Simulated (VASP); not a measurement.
The system is Mo3N.

```
CELL_PARAMETERS angstrom
3.68576 0.00000 0.00000
0.00000 3.68576 0.00000
0.00000 0.00000 3.68576
ATOMIC_POSITIONS crystal
Mo 0.00000 0.50000 0.50000
Mo 0.50000 0.00000 0.50000
Mo 0.50000 0.50000 0.00000
N 0.00000 0.00000 0.00000
```

* Program: VASP 6.6.1
* Task: relaxation of cell and atoms
* Functional: PBE
* Potentials or basis: VASP PAW PBE potentials, release 64 (Mo_sv, N)
* Cutoff: 600 eV
* k mesh: 6 × 6 × 6
* Occupations: gaussian, width 0.1 eV
* Spin: no spin polarisation

At the start: pressure 24.1 GPa; volume 12.52 Å³/atom.

Question: Where does the relaxation end?

Answer: Over 4 steps the energy falls by 85.5 meV/atom and the volume is 13.76 Å³/atom (+9.9 %); space group Pm-3m (No. 221, to 0.1 Å) before and after.

Step by step:
```
step  energy change (eV)  largest force (eV/Å)  pressure (GPa)  volume (Å³)
   1              0.0000                0.0000           24.14        50.07
   2              0.5691                0.0000          -25.41        65.02
   3             -0.3410                0.0000           -1.01        55.27
   4             -0.3418                0.0000           -0.11        55.03
```

Final structure:
```xyz
4
Lattice="3.8037 0.0000 0.0000 0.0000 3.8037 0.0000 0.0000 0.0000 3.8037" Properties=species:S:1:pos:R:3 pbc="T T T"
Mo    0.0000    1.9018    1.9018
Mo    1.9018    0.0000    1.9018
Mo    1.9018    1.9018    0.0000
N     0.0000    0.0000    0.0000
```
